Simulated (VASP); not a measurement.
A run of VASP 6.6.1:

INCAR

```
SYSTEM = W
PREC = Accurate ; ENCUT = 520
EDIFF = 1E-7 ; ISMEAR = -1
SIGMA = 0.1 ; LREAL = .FALSE.
LASPH = .TRUE. ; NELM = 100
ALGO = Normal ; ISIF = 2
LWAVE = .FALSE. ; LCHARG = .TRUE.
GGA = PE ; LELF = .TRUE.
LVHAR = .TRUE. ; NBANDS = 13
```

The input KPOINTS:

```
regular mesh
0
G
  16 16 16
  0 0 0
```

File POSCAR:

```
W
1.0
    2.6376372290      0.0000000000      0.0000000000
    0.0000000000      2.6376372290      0.0000000000
    0.0000000000      0.0000000000      2.6376372290
W
1
Direct
    0.0000000000      0.0000000000      0.0000000000
```

Potentials or basis: VASP PAW PBE potentials, release 64 (W_sv).

The run is started by

```console
$ cat potpaw_PBE.64/W_sv/POTCAR > POTCAR
$ mpirun -np 1 vasp_std > vasp.out
```

Hardware: 1 thread of Intel Xeon 6975P-C, with other jobs on the host.

Problem. How long does it take, and how much memory?

Solution. Run time: 19 s on 1 thread of Intel Xeon 6975P-C (shared host), peak memory 0.15 GiB. Counts: scf iterations 12, k points 165.
